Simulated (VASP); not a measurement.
Re:

```
Re
1.0
     2.53000    0.00000    0.00000
     0.00000    2.53000    0.00000
     0.00000    0.00000    2.53000
Re
1
Direct
  0.00000 0.00000 0.00000
```

- Program: VASP 6.6.1
- Task: relaxation of cell and atoms
- Functional: PBE
- Potentials or basis: VASP PAW PBE potentials, release 64 (Re)
- Cutoff: 600 eV
- k mesh: 10 × 10 × 10
- Occupations: methfessel-paxton, width 0.1 eV
- Spin: no spin polarisation

At the start: pressure 15.5 GPa; volume 16.19 Å³/atom.

**Question.** How do energy, volume and symmetry change on relaxing?

**Answer.** Over 4 steps the energy falls by 39.3 meV/atom and the volume is 17.05 Å³/atom (+5.3 %); space group Pm-3m (No. 221, to 0.05 Å).

Step by step:
| step | energy change (eV) | largest force (eV/Å) | pressure (GPa) | volume (Å³) |
| --- | --- | --- | --- | --- |
| 1 | 0.0000 | 0.0000 | 15.50 | 16.19 |
| 2 | 0.3069 | 0.0000 | -30.57 | 20.15 |
| 3 | -0.0391 | 0.0000 | -1.07 | 17.11 |
| 4 | -0.0393 | 0.0000 | -0.01 | 17.05 |

Final structure:
```
Re
1.0
     2.57373    0.00000    0.00000
     0.00000    2.57373    0.00000
     0.00000    0.00000    2.57373
Re
1
Direct
  0.00000 0.00000 0.00000
```
